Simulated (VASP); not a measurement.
Runs of VASP 6.6.1 on Al2Ge3B3N. The structure is that of space group P4/mmm (No. 123), or close to it. The cells are those of the table. 

| task | cell | k mesh | cutoff (eV) | gap on the mesh (eV) | pressure (GPa) | largest force (eV/Å) |
| --- | --- | --- | --- | --- | --- | --- |
| single point | a = 4.538, b = 4.538, c = 5.732 Å, 9 atoms | 4 × 4 × 4 | 520 | none | 3.2 | (a) |
| relaxation of cell and atoms | relaxed from a = 4.538, b = 4.538, c = 5.732 Å, 9 atoms | 4 × 4 × 4 | 600 | none | 0.1 | 0.02 |
| single point | a = 4.265, b = 4.265, c = 6.647 Å, 9 atoms | 10 × 10 × 6 | 520 | none | 0.0 | - |
| single point | a = 4.268, b = 4.268, c = 6.647 Å, 9 atoms | 4 × 4 × 4 | 520 | none | 0.0 | - |

Alike in all rows: level PBE; potentials or basis VASP PAW PBE potentials, release 64 (Al, Ge_d, B, N); no spin polarisation; smearing gaussian 0.1 eV.

Estimate the missing entries.

(a) 0.35.

Caveats: some runs use coarse meshes.

A k mesh can miss the band edges, and the runs leave out spin-orbit coupling on Ge.

A gap of «none» marks levels without a gap at the run's occupations.
